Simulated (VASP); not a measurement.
Here is a VASP 6.6.1 calculation.

The input INCAR:

```
SYSTEM = Sr
PREC = Accurate ; ENCUT = 520
EDIFF = 1E-6 ; ISMEAR = -1
SIGMA = 0.05 ; LREAL = .False.
LASPH = .True. ; NELM = 60
ALGO = Normal ; ISIF = 2
LWAVE = .False. ; LCHARG = .True.
GGA = PS ; LELF = .True.
LVHAR = .True. ; NBANDS = 11
```

Contents of KPOINTS:

```
Automatic mesh
0
Gamma
  7 7 7
  0 0 0
```

File POSCAR:

```
Sr
1.0
   -2.3852921747      2.3852921747      2.3852921747
    2.3852921747     -2.3852921747      2.3852921747
    2.3852921747      2.3852921747     -2.3852921747
Sr
1
Direct
    0.0000000000      0.0000000000      0.0000000000
```

Potentials or basis: VASP PAW PBE potentials, release 64 (Sr_sv).

Launch:

```sh
$ cat potpaw_PBE.64/Sr_sv/POTCAR > POTCAR
$ mpirun -np 1 vasp_std > vasp.out
```

Question: Predict the pressure.

Answer: -0.7 GPa.

Question: Predict the band gap on the k mesh.

Answer: Zero (band 5 reaches 1.83 eV, above the bottom of band 6 at 1.51 eV).

Caveat: the PAW data sets were made with another functional, which shifts forces and pressure a little.
